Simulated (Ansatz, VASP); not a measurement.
One calculation of Mg3CdTe4, two programs

```
CELL_PARAMETERS angstrom
6.46995 0.00000 0.00000
0.00000 6.46995 0.00000
0.00000 0.00000 6.46995
ATOMIC_POSITIONS crystal
Mg 0.00000 0.00000 0.50000
Mg 0.00000 0.50000 0.00000
Mg 0.50000 0.00000 0.00000
Cd 0.50000 0.50000 0.50000
Te 0.75336 0.75336 0.75336
Te 0.75336 0.24664 0.24664
Te 0.24664 0.75336 0.24664
Te 0.24664 0.24664 0.75336
```

Alike in both runs: functional PBE; k mesh 4 × 4 × 4; occupations gaussian, width 0.02 eV; no spin polarisation.

Ansatz relaxed the structure, and its values are those at the end. VASP's run is a single point on that final structure, the one shown.

|  | VASP | Ansatz |
| --- | --- | --- |
| version | VASP 6.6.1 | Ansatz 0.2.0 |
| potentials or method | VASP PAW PBE potentials, release 64 (Mg, Cd, Te), cutoff 520 eV | scalar-relativistic, plane waves, PAW |
| valence electrons in the cell | 42 | 114 |

```csv
,VASP,Ansatz,Ansatz less VASP
gap on the k mesh at the Fermi level (eV),1.87,1.88,+0.006
least direct gap on the mesh (eV),1.87,1.88,+0.006
pressure (GPa),1.1,1.1,-0.02
rms of the force components (eV/Å),0.006,0.000,-0.0060
```

The functional is the same, so the differences come from potentials, cutoffs and numerics. VASP's potentials hold 42 valence electrons a cell and Ansatz's 114, so a difference there can come from the potentials and not from the codes. Ansatz's warnings: stress scf threshold loose.

Spin-orbit coupling is off throughout.
